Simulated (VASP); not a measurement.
HfBr:

```
Hf Br
1.0
     0.00000    3.82475    3.82475
     3.82475    0.00000    3.82475
     3.82475    3.82475    0.00000
Hf Br
2 2
Direct
  0.00000 0.00000 0.00000
  0.25000 0.25000 0.25000
  0.75000 0.75000 0.75000
  0.50000 0.50000 0.50000
```

The cell was built from a structure type or drawn by symmetry, and may not be a known phase.

```yaml
Program: VASP 6.6.1
Task: relaxation of cell and atoms
Functional: PBE
Potentials_or_basis: VASP PAW PBE potentials, release 64 (Hf_pv, Br)
Cutoff: 600 eV
k_mesh: 4 × 4 × 4
Occupations: gaussian, width 0.1 eV
Spin: no spin polarisation
```

At the start: pressure -5.0 GPa; volume 27.98 Å³/atom.

How do energy, volume and symmetry change on relaxing?

Over 3 steps the energy falls by 63.5 meV/atom and the volume is 24.43 Å³/atom (-12.7 %); space group Fd-3m (No. 227, to 0.1 Å) before and after.

Step by step:
```tsv
step	energy change (eV)	largest force (eV/Å)	pressure (GPa)	volume (Å³)
1	0.0000	0.0000	-4.98	111.90
2	-0.2533	0.0000	-0.36	98.40
3	-0.2541	0.0000	-0.02	97.74
```

Final structure:
```yaml
crystal:
  lattice:
    - [0.00000, 3.65604, 3.65604]
    - [3.65604, 0.00000, 3.65604]
    - [3.65604, 3.65604, 0.00000]
  atoms:
    - { symbol: Hf, position: [0.00000, 0.00000, 0.00000] }
    - { symbol: Hf, position: [0.25000, 0.25000, 0.25000] }
    - { symbol: Br, position: [0.75000, 0.75000, 0.75000] }
    - { symbol: Br, position: [0.50000, 0.50000, 0.50000] }
```
